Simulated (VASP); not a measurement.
# SbBr (Fm-3m) in VASP: further runs

SbBr is run at these levels: PBE; tasks: single point, relaxation of cell and atoms.

Everything below comes from runs of VASP 6.6.1. Logs are shortened: lines on timing, memory, paths and dates and some standing lists are left out, and cuts for length are marked.

## Step 1: The cell of the first run

The structure is cubic, space group Fm-3m (No. 225). Conventional cell: a = 6.121 Å, b = 6.121 Å, c = 6.121 Å, α = 90.00°, β = 90.00°, γ = 90.00°. Sb (site symmetry m-3m) has 6 Br at 3.06 Å within 4.0 Å. Br (site symmetry m-3m) has 6 Sb at 3.06 Å within 4.0 Å.

## Step 2: Single point, PBE

The input, INCAR:

```
PREC = Accurate
ENCUT = 520
EDIFF = 1E-6
ISMEAR = 0
SIGMA = 0.1
LREAL = F
LASPH = T
NELM = 100
ALGO = Normal
ISIF = 2
LWAVE = F
LCHARG = F
GGA = PE
NBANDS = 13
```

The input, KPOINTS:

```
Automatic mesh
0
Gamma
  6 6 6
```

The input, POSCAR:

```
SbBr
1.0
    0.0000000000      3.0605370200      3.0605370200
    3.0605370200      0.0000000000      3.0605370200
    3.0605370200      3.0605370200      0.0000000000
Sb Br
1 1
Direct
    0.5000000000      0.5000000000      0.5000000000
    0.0000000000      0.0000000000      0.0000000000
```

Potentials or basis: VASP PAW PBE potentials, release 64 (Sb, Br).

Run with:

```bash
cat potpaw_PBE.64/Sb/POTCAR potpaw_PBE.64/Br/POTCAR > POTCAR
mpirun -np 1 vasp_std > vasp.out
```

OUTCAR:

```text
PREC = Accurate
   ENCUT = 520
   EDIFF = 1E-6
   ISMEAR = 0
   LREAL = F
   LASPH = T
   NELM = 100
   ISIF = 2
   GGA = PE

 ion  position               nearest neighbor table
   1  0.500  0.500  0.500-   2 3.06   2 3.06   2 3.06   2 3.06   2 3.06   2 3.06
   2  0.000  0.000  0.000-   1 3.06   1 3.06   1 3.06   1 3.06   1 3.06   1 3.06

  LATTYP: Found a face centered cubic cell.
 ALAT       =     6.1210740400

  Lattice vectors:

 A1 = (   0.0000000000,   3.0605370200,   3.0605370200)
 A2 = (   3.0605370200,   0.0000000000,   3.0605370200)
 A3 = (   3.0605370200,   3.0605370200,   0.0000000000)

Analysis of symmetry for initial positions (statically):
=====================================================================
 Subroutine PRICEL returns:
 Original cell was already a primitive cell.

 Routine SETGRP: Setting up the symmetry group for a
 face centered cubic supercell.

 Subroutine GETGRP returns: Found 48 space group operations
 (whereof 48 operations were pure point group operations)
 out of a pool of 48 trial point group operations.

The static configuration has the point symmetry O_h .

Analysis of symmetry for dynamics (positions and initial velocities):
=====================================================================
 Subroutine PRICEL returns:
 Original cell was already a primitive cell.

 Routine SETGRP: Setting up the symmetry group for a
 face centered cubic supercell.

 Subroutine GETGRP returns: Found 48 space group operations
 (whereof 48 operations were pure point group operations)
 out of a pool of 48 trial point group operations.

The dynamic configuration has the point symmetry O_h .

 Subroutine INISYM returns: Found 48 space group operations
 (whereof 48 operations are pure point group operations),
 and found     1 'primitive' translations

----------------------------------------------------------------------------------------

                                     Primitive cell

  volume of cell :      57.3354

  direct lattice vectors                    reciprocal lattice vectors
     0.000000000  3.060537020  3.060537020    -0.163370022  0.163370022  0.163370022
     3.060537020  0.000000000  3.060537020     0.163370022 -0.163370022  0.163370022
     3.060537020  3.060537020  0.000000000     0.163370022  0.163370022 -0.163370022

[... 79 lines left out ...]
   NFREE  =      0    steps in history (QN), initial steepest desc. (CG)
   ISIF   =      2    stress and relaxation
   ISYM   =      2    0-nonsym 1-usesym 2-fastsym
   POTIM  = 0.5000    time-step for ionic-motion
   TEBEG  =    0.0;   TEEND  =   0.0 temperature during run
   PSTRESS=    0.0 pullay stress
   NELECT =      12.0000    total number of electrons
   NUPDOWN=      -1.0000    fix difference up-down
   EMIN   =  10.00;   EMAX   =-10.00  energy-range for DOS
   EFERMI =   0.00;   METHOD = LEGACY
   ISMEAR =     0;   SIGMA  =   0.10  broadening in eV -4-tet -1-fermi 0-gaus
   EFERMI_NEDOS =   21; number of points for ismear=-14 and -15
   IALGO  =     38    algorithm
   IMIX   =      4    mixing-type and parameters
     AMIX     =   0.40;   BMIX     =  1.00
     AMIX_MAG =   1.60;   BMIX_MAG =  1.00
  volume/ion in A,a.u.               =      28.67       193.46
  Fermi-wavevector in a.u.,A,eV,Ry     =   0.971988  1.836791 12.854252  0.944761
  Thomas-Fermi vector in A             =   2.102250
   LORBIT       =      0    0 simple, 1 ext, 2 COOP (PROOUT), +10 PAW based schemes
   GGA     = PE    functional components
   LHFCALC =     F    Hartree Fock is set to
   AEXX    =    0.0000 exact exchange contribution
   IVDW    =     0    specifies the selected vdW correction
   LEPSILON=     F    determine dielectric tensor
   LRPA    =     F    only Hartree local field effects (RPA)
 non-spin polarized calculation
 Gauss-broadening in eV      SIGMA  =   0.10
  energy-cutoff  :      520.00
  volume of cell :       57.34
 maximum number of plane-waves:      1572
   NGX = 17   NGY = 17   NGZ = 17

 number of electron      11.9999997 magnetization

 Free energy of the ion-electron system (eV)
  ---------------------------------------------------
  ext. energy  EPLUGINS =         0.00000000
  ---------------------------------------------------
  free energy    TOTEN  =        -5.00724957 eV

  energy without entropy =       -5.00087761  energy(sigma->0) =       -5.00406359

 E-fermi :   5.7189     XC(G=0):  -9.3429

 val. band max:        5.6684773921   @ k =  -0.1667   0.1667   0.0000
 cond. band min:       5.8907364707   @ k =   0.5000   0.1667   0.0000
 fundamental gap:      0.2222590786
 Fermi energy:         5.7188670791

 k-point     1 :       0.0000    0.0000    0.0000
  band No.  band energies     occupation
      1     -11.3529      2.00000
      2      -2.8524      2.00000
      3       1.1843      2.00000
      4       1.1843      2.00000
      5       1.1843      2.00000
      6       7.4411      0.00000
      7       7.4411      0.00000
      8       7.4411      0.00000
      9      10.6199      0.00000
     10      10.6199      0.00000
     11      10.6199      0.00000
     12      12.3905      0.00000
     13      12.3905      0.00000
[... 226 lines left out ...]
  band No.  band energies     occupation
      1     -10.8044      2.00000
      2      -3.4682      2.00000
      3      -0.8729      2.00000
      4      -0.2125      2.00000
      5       1.4648      2.00000
      6       5.9186      0.00473
      7       7.6165      0.00000
      8       7.9545      0.00000
      9       9.8504      0.00000
     10      13.0638      0.00000
     11      14.5379      0.00000
     12      16.3164      0.00000
     13      17.1385      0.00000

------------------------ aborting loop because EDIFF is reached ----------------------------------------

  FORCE on cell =-STRESS in cart. coord.  units (eV):
  Direction    XX          YY          ZZ          XY          YZ          ZX
  --------------------------------------------------------------------------------------
  -------------------------------------------------------------------------------------
  Total        1.4153893      1.4153893      1.4153893      0.0000000      0.0000000      0.0000000
  in kB       39.5515576     39.5515576     39.5515576      0.0000000      0.0000000      0.0000000
  external PRESSURE =      39.5515576 kB  Pullay stress =       0.0000000 kB

 VOLUME and BASIS-vectors are now :
 -----------------------------------------------------------------------------
  energy-cutoff  :      520.00
  volume of cell :       57.34
      direct lattice vectors                 reciprocal lattice vectors
     0.000000000  3.060537020  3.060537020    -0.163370022  0.163370022  0.163370022
     3.060537020  0.000000000  3.060537020     0.163370022 -0.163370022  0.163370022
     3.060537020  3.060537020  0.000000000     0.163370022  0.163370022 -0.163370022

 POSITION                                       TOTAL-FORCE (eV/Angst)
 -----------------------------------------------------------------------------------
      3.06054      3.06054      3.06054         0.000000      0.000000      0.000000
      0.00000      0.00000      0.00000        -0.000000      0.000000     -0.000000
 -----------------------------------------------------------------------------------
    total drift:                                0.000000     -0.000000     -0.000000

  FREE ENERGIE OF THE ION-ELECTRON SYSTEM (eV)
  ---------------------------------------------------
  free  energy   TOTEN  =        -5.0072495746 eV

  energy  without entropy=       -5.0008776131  energy(sigma->0) =       -5.00406359
```

OSZICAR:

```text
N       E                     dE             d eps       ncg     rms          rms(c)
DAV:   1     0.452435840275E+02    0.45244E+02   -0.44956E+03   416   0.751E+02
DAV:   2    -0.178902983177E+01   -0.47033E+02   -0.44230E+02   622   0.118E+02
DAV:   3    -0.497934570713E+01   -0.31903E+01   -0.31683E+01   521   0.324E+01
DAV:   4    -0.500475878918E+01   -0.25413E-01   -0.25410E-01   496   0.361E+00
DAV:   5    -0.500496370856E+01   -0.20492E-03   -0.20492E-03   501   0.350E-01    0.129E+01
DAV:   6    -0.500461936945E+01    0.34434E-03   -0.14230E-02   504   0.452E-01    0.770E+00
DAV:   7    -0.500724707647E+01   -0.26277E-02   -0.51645E-03   516   0.429E-01    0.112E-01
DAV:   8    -0.500721716965E+01    0.29907E-04   -0.65114E-04   506   0.119E-01    0.495E-02
DAV:   9    -0.500724810205E+01   -0.30932E-04   -0.54453E-05   526   0.480E-02    0.121E-02
DAV:  10    -0.500724946468E+01   -0.13626E-05   -0.58570E-06   491   0.125E-02    0.911E-03
DAV:  11    -0.500724957456E+01   -0.10988E-06   -0.42588E-07   371   0.419E-03
   1 F= -.50072496E+01 E0= -.50040636E+01  d E =-.637196E-02
```

stdout:

```text
POSCAR found type information on POSCAR SbBr
 POSCAR found :  2 types and       2 ions
 scaLAPACK will be used
 LDA part: xc-table for (Slater+PW92), standard interpolation
 POSCAR, INCAR and KPOINTS ok, starting setup
 FFT: planning ... GRIDC
 FFT: planning ... GRID_SOFT
 FFT: planning ... GRID
 WAVECAR not read
 entering main loop
```

Wall time 4.6 s (1 thread of Intel Xeon 6975P-C (Granite Rapids), shared host); peak memory 0.17 GiB.

Results:

```yaml
Free_energy: -5.0072 eV
Pressure: 4.0 GPa
Band_gap_on_the_k_mesh: zero (band 6 reaches 7.96 eV, above the bottom of band 7 at 5.18 eV)
```

Levels at points of the mesh, in eV from the Fermi level:
| k point | band 2 | band 3 | band 4 | band 5 | band 6 | band 7 | band 8 | band 9 | band 10 | band 11 |
| --- | --- | --- | --- | --- | --- | --- | --- | --- | --- | --- |
| (0.00, 0.00, 0.00) | -8.57 | -4.53 | -4.53 | -4.53 | 1.72 | 1.72 | 1.72 | 4.90 | 4.90 | 4.90 |
| (0.50, 0.00, 0.00) | -10.08 | -4.37 | -4.37 | -2.73 | -1.88 | -0.54 | -0.54 | 6.49 | 8.51 | 9.09 |
| (0.50, 0.50, 0.00) | -8.79 | -6.87 | -5.53 | -5.53 | 2.24 | 2.24 | 2.35 | 2.49 | 8.53 | 8.80 |

Caveat: spin-orbit coupling is left out, which moves the levels of the heavy elements.

## Step 3: Single point, PBE

This run uses another cell than the first one, of 31.53 Å³/atom, 1.100 times its volume.

The input, INCAR:

```
ALGO = Normal
EDIFF = 1E-6
ENCUT = 520
GGA = PE
ISIF = 2
ISMEAR = 0
LASPH = T
LCHARG = T
LELF = T
LREAL = F
LVHAR = T
LWAVE = F
NBANDS = 13
NELM = 60
PREC = Accurate
SIGMA = 0.1
```

The input, KPOINTS:

```
k-points
0
Gamma
  6 6 6
```

The input, POSCAR:

```
SbBr
1.0
    0.0000000000      3.1591911084      3.1591911084
    3.1591911084      0.0000000000      3.1591911084
    3.1591911084      3.1591911084      0.0000000000
Sb Br
1 1
Direct
    0.5000000000      0.5000000000      0.5000000000
    0.0000000000      0.0000000000      0.0000000000
```

Potentials or basis: VASP PAW PBE potentials, release 64 (Sb, Br).

Run with:

```bash
cat potpaw_PBE.64/Sb/POTCAR potpaw_PBE.64/Br/POTCAR > POTCAR
mpirun -np 1 vasp_std > vasp.out
```

It took 6 s on 1 thread of Intel Xeon 6975P-C (Granite Rapids), shared host; peak memory 0.2 GiB.

It converged, with:

```
Free energy            : -5.0676 eV
Pressure               : -0.2 GPa
Band gap on the k mesh : zero (band 6 reaches 6.56 eV, above the bottom of band 7 at 4.24 eV)
```

Levels at points of the mesh, in eV from the Fermi level:
| k point | band 2 | band 3 | band 4 | band 5 | band 6 | band 7 | band 8 | band 9 | band 10 | band 11 |
| --- | --- | --- | --- | --- | --- | --- | --- | --- | --- | --- |
| (0.00, 0.00, 0.00) | -8.65 | -4.19 | -4.19 | -4.19 | 1.46 | 1.46 | 1.46 | 5.10 | 5.10 | 5.10 |
| (0.50, 0.00, 0.00) | -9.69 | -4.04 | -4.04 | -2.85 | -1.72 | -0.45 | -0.45 | 6.37 | 8.30 | 9.06 |
| (0.50, 0.50, 0.00) | -8.73 | -6.21 | -5.04 | -5.04 | 1.86 | 1.86 | 2.06 | 2.73 | 8.25 | 8.44 |

Caveat: spin-orbit coupling is left out, which moves the levels of the heavy elements.

## Step 4: Relaxation of cell and atoms, PBE

The input, INCAR:

```
ALGO = Normal
EDIFF = 1E-6
EDIFFG = -0.04
ENCUT = 600
GGA = PE
IBRION = 2
ISIF = 3
ISMEAR = 0
LASPH = T
LCHARG = F
LREAL = F
LWAVE = F
NELM = 80
NSW = 90
PREC = Accurate
SIGMA = 0.1
```

KPOINTS is that of step 3.

The input, POSCAR:

```
SbBr
1.0
    0.0000000000      3.0605370200      3.0605370200
    3.0605370200      0.0000000000      3.0605370200
    3.0605370200      3.0605370200      0.0000000000
Sb Br
1 1
Direct
    0.5000000000      0.5000000000      0.5000000000
    0.0000000000      0.0000000000      0.0000000000
```

Potentials or basis: VASP PAW PBE potentials, release 64 (Sb, Br).

Run with:

```bash
cat potpaw_PBE.64/Sb/POTCAR potpaw_PBE.64/Br/POTCAR > POTCAR
mpirun -np 1 vasp_std > vasp.out
```

OUTCAR:

```text
EDIFF = 1E-6
   EDIFFG = -0.04
   ENCUT = 600
   GGA = PE
   IBRION = 2
   ISIF = 3
   ISMEAR = 0
   LASPH = T
   LREAL = F
   NELM = 80
   NSW = 90
   PREC = Accurate

 ion  position               nearest neighbor table
   1  0.500  0.500  0.500-   2 3.06   2 3.06   2 3.06   2 3.06   2 3.06   2 3.06
   2  0.000  0.000  0.000-   1 3.06   1 3.06   1 3.06   1 3.06   1 3.06   1 3.06

  LATTYP: Found a face centered cubic cell.
 ALAT       =     6.1210740400

  Lattice vectors:

 A1 = (   0.0000000000,   3.0605370200,   3.0605370200)
 A2 = (   3.0605370200,   0.0000000000,   3.0605370200)
 A3 = (   3.0605370200,   3.0605370200,   0.0000000000)

Analysis of symmetry for initial positions (statically):
=====================================================================
 Subroutine PRICEL returns:
 Original cell was already a primitive cell.

 Routine SETGRP: Setting up the symmetry group for a
[... 169 lines left out ...]
  Total        1.4148570      1.4148570      1.4148570     -0.0000000      0.0000000     -0.0000000
  in kB       39.5366814     39.5366814     39.5366814     -0.0000000      0.0000000     -0.0000000
  external PRESSURE =      39.5366814 kB  Pullay stress =       0.0000000 kB
[... 59 lines left out ...]
--------------------------------------- Ionic step        3  -------------------------------------------

 number of electron      11.9999998 magnetization

 Free energy of the ion-electron system (eV)
  ---------------------------------------------------
  ext. energy  EPLUGINS =         0.00000000
  ---------------------------------------------------
  free energy    TOTEN  =        -5.06779716 eV

  energy without entropy =       -5.06061781  energy(sigma->0) =       -5.06420749

 E-fermi :   4.7637     XC(G=0):  -8.9552

 val. band max:        4.7336163387   @ k =  -0.1667   0.1667   0.0000
 cond. band min:       4.8814612091   @ k =  -0.3333   0.5000   0.1667
 fundamental gap:      0.1478448704
 Fermi energy:         4.7637102696

 k-point     1 :       0.0000    0.0000    0.0000
  band No.  band energies     occupation
      1     -11.8257      2.00000
      2      -3.8775      2.00000
      3       0.5505      2.00000
      4       0.5505      2.00000
      5       0.5505      2.00000
      6       6.2379      0.00000
      7       6.2379      0.00000
      8       6.2379      0.00000
      9       9.8545      0.00000
     10       9.8545      0.00000
[... 222 lines left out ...]
  FREE ENERGIE OF THE ION-ELECTRON SYSTEM (eV)
  ---------------------------------------------------
  free  energy   TOTEN  =        -5.0677971613 eV

  energy  without entropy=       -5.0606178101  energy(sigma->0) =       -5.06420749

 reached required accuracy - stopping structural energy minimisation
```

CONTCAR:

```text
SbBr
   1.00000000000000
     0.0000000000000000    3.1521791946000799    3.1521791946000799
     3.1521791946000799    0.0000000000000000    3.1521791946000799
     3.1521791946000799    3.1521791946000799   -0.0000000000000000
  Sb              Br
     1     1
Direct
     0.5000000000000000    0.5000000000000000    0.5000000000000000
     0.0000000000000000    0.0000000000000000    0.0000000000000000

  0.00000000E+00  0.00000000E+00  0.00000000E+00
  0.00000000E+00  0.00000000E+00  0.00000000E+00
```

Wall time 12 s (1 thread of Intel Xeon 6975P-C (Granite Rapids), shared host); peak memory 0.22 GiB.

What came out:

```yaml
Free_energy: -5.0678 eV
Relaxed_volume: 31.32 Å³/atom
Relaxed_cell: a = 4.458 Å, b = 4.458 Å, c = 4.458 Å, α = 60.00°, β = 60.00°, γ = 60.00°
Space_group_after_relaxing_to_0.05_Å: Fm-3m (No. 225)
Energy_gained_by_relaxing: 30.2 meV/atom
Ionic_steps: 3
Pressure_after_relaxing: 0.0 GPa
Band_gap_on_the_k_mesh: zero (band 6 reaches 6.65 eV, above the bottom of band 7 at 4.31 eV)
```

The path:
| step | energy change (eV) | largest force (eV/Å) | pressure (GPa) | volume (Å³) |
| --- | --- | --- | --- | --- |
| 1 | 0.0000 | 0.0000 | 3.95 | 57.34 |
| 2 | -0.0595 | 0.0000 | -0.42 | 63.41 |
| 3 | -0.0605 | 0.0000 | 0.01 | 62.64 |

Final structure:
```
Sb Br
1.0
     0.00000    3.15218    3.15218
     3.15218    0.00000    3.15218
     3.15218    3.15218    0.00000
Sb Br
1 1
Direct
  0.50000 0.50000 0.50000
  0.00000 0.00000 0.00000
```

Caveat: spin-orbit coupling is left out, which moves the levels of the heavy elements.

## Step 5: Single point, PBE

This run uses another cell than the first one, of 31.53 Å³/atom, 1.100 times its volume.

The input, INCAR:

```
PREC = Accurate
ENCUT = 520
EDIFF = 1E-7
ISMEAR = 0
SIGMA = 0.1
LREAL = F
LASPH = T
NELM = 80
ALGO = Normal
ISIF = 2
LWAVE = F
LCHARG = F
GGA = PE
NBANDS = 13
```

The input, KPOINTS:

```
regular mesh
0
Gamma
  16 16 16
```

The input, POSCAR:

```
SbBr
1.0
    0.0000000000      3.1591911084      3.1591911084
    3.1591911084      0.0000000000      3.1591911084
    3.1591911084      3.1591911084      0.0000000000
Sb Br
1 1
Direct
    0.5000000000      0.5000000000      0.5000000000
    0.0000000000      0.0000000000      0.0000000000
```

Run with:

```bash
cat potpaw_PBE.64/Sb/POTCAR potpaw_PBE.64/Br/POTCAR > POTCAR
mpirun -np 1 vasp_std > vasp.out
```

It took 37 s on 1 thread of Intel Xeon 6975P-C (Granite Rapids), shared host; peak memory 0.29 GiB.

Results (log left out):

```yaml
Free_energy: -5.0406 eV
Pressure: -0.1 GPa
Band_gap_on_the_k_mesh: zero (band 6 reaches 6.56 eV, above the bottom of band 7 at 4.25 eV)
```

Levels at points of the mesh, in eV from the Fermi level:
| k point | band 2 | band 3 | band 4 | band 5 | band 6 | band 7 | band 8 | band 9 | band 10 | band 11 |
| --- | --- | --- | --- | --- | --- | --- | --- | --- | --- | --- |
| (0.00, 0.00, 0.00) | -8.68 | -4.23 | -4.23 | -4.23 | 1.42 | 1.42 | 1.42 | 5.07 | 5.07 | 5.07 |
| (0.50, 0.00, 0.00) | -9.72 | -4.08 | -4.08 | -2.89 | -1.76 | -0.49 | -0.49 | 6.34 | 8.27 | 9.02 |
| (0.50, 0.50, 0.00) | -8.77 | -6.25 | -5.08 | -5.08 | 1.83 | 1.83 | 2.02 | 2.70 | 8.21 | 8.40 |

Caveat: spin-orbit coupling is left out, which moves the levels of the heavy elements.

(Continued in part 2 of 2.)
